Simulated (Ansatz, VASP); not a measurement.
## Two plane-wave programs on TaVN2

```xyz
4
Lattice="3.0294 0.0000 0.0000 0.0000 3.0294 0.0000 0.0000 0.0000 4.2672" Properties=species:S:1:pos:R:3 pbc="T T T"
Ta    0.0000    0.0000    0.0000
V     1.5147    1.5147    2.1336
N     1.5147    1.5147    0.0000
N     0.0000    0.0000    2.1336
```

Alike in both runs: task single point; functional PBE; k mesh 9 × 9 × 6; occupations fermi-dirac, width 0.05 eV; collinear spin.

```csv
,VASP,Ansatz
version,VASP 6.6.1,Ansatz 0.2.0
potentials or method,"VASP PAW PBE potentials, release 64 (Ta_pv, V_sv, N)",Ansatz PAW
plane-wave cutoff (eV),520,420
valence electrons in the cell,34,36
```

VASP gave:

* gap on the k mesh at the Fermi level (eV): none
* pressure (GPa): 6.2
* traceless stress, the component that is largest in VASP (GPa): -0.20
* net moment per atom (μB): 0.26
* size of the moment on the site where the two differ most (μB): 1.00

Question: Which values does Ansatz return?

Answer: gap on the k mesh at the Fermi level (eV): none; pressure (GPa): 5.4; traceless stress, the component that is largest in VASP (GPa): -0.27; net moment per atom (μB): 0.26; size of the moment on the site where the two differ most (μB): 0.85.

Site moments also hang on the region over which each program counts them. A gap of «none» marks a metal or a gap that the smearing closes. VASP's potentials hold 34 valence electrons a cell and Ansatz's 36, so a difference there can come from the potentials and not from the codes.

Neither program's run includes spin-orbit coupling.
